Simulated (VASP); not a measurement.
NbGaSe3, 5 atoms in the cell. It takes space group P6/mmm (No. 191, hexagonal). Conventional cell: a = 5.254 Å, b = 5.254 Å, c = 5.348 Å, α = 90.00°, β = 90.00°, γ = 120.00°. Nb (site symmetry 6/mmm) has 2 Ga at 2.67 Å within 3.5 Å. Within 3.5 Å of Ga (site symmetry 6/mmm) lie 6 Se at 2.63 Å and 2 Nb at 2.67 Å. Se (site symmetry mmm) has 4 Se at 2.63 Å and 2 Ga at 2.63 Å within 3.5 Å. 

* Program: VASP 6.6.1
* Task: relaxation of cell and atoms
* Functional: PBE
* Potentials or basis: VASP PAW PBE potentials, release 64 (Nb_sv, Ga_d, Se)
* Cutoff: 600 eV
* k mesh: 6 × 6 × 4
* Occupations: gaussian, width 0.1 eV
* Spin: collinear spin, ferrimagnetic start
* Starting moments: [1.88, 0.03, -0.13, -0.13, -0.13] μB
* Dipole correction: no
* Further INCAR settings: ALGO = Normal; EDIFF = 1e-07; IBRION = 2; EDIFFG = -0.04; NSW = 90; ISIF = 3

Potentials or basis: VASP PAW PBE potentials, release 64 (Nb_sv, Ga_d, Se).

Launch:

```sh
$ cat potpaw_PBE.64/Nb_sv/POTCAR potpaw_PBE.64/Ga_d/POTCAR potpaw_PBE.64/Se/POTCAR > POTCAR
$ mpirun -np 1 vasp_std > vasp.out
```

Hardware: 1 thread of Intel(R) Xeon(R) Platinum 8259CL CPU @ 2.50GHz (Skylake/Cascade Lake), with other jobs on the host.

Question: How long does it take, and how much memory?

Answer: Wall time 31 min on 1 thread of Intel(R) Xeon(R) Platinum 8259CL CPU @ 2.50GHz (Skylake/Cascade Lake) (shared host), peak memory 0.45 GiB. Counts: scf iterations 136, k points 21, ion steps 8.
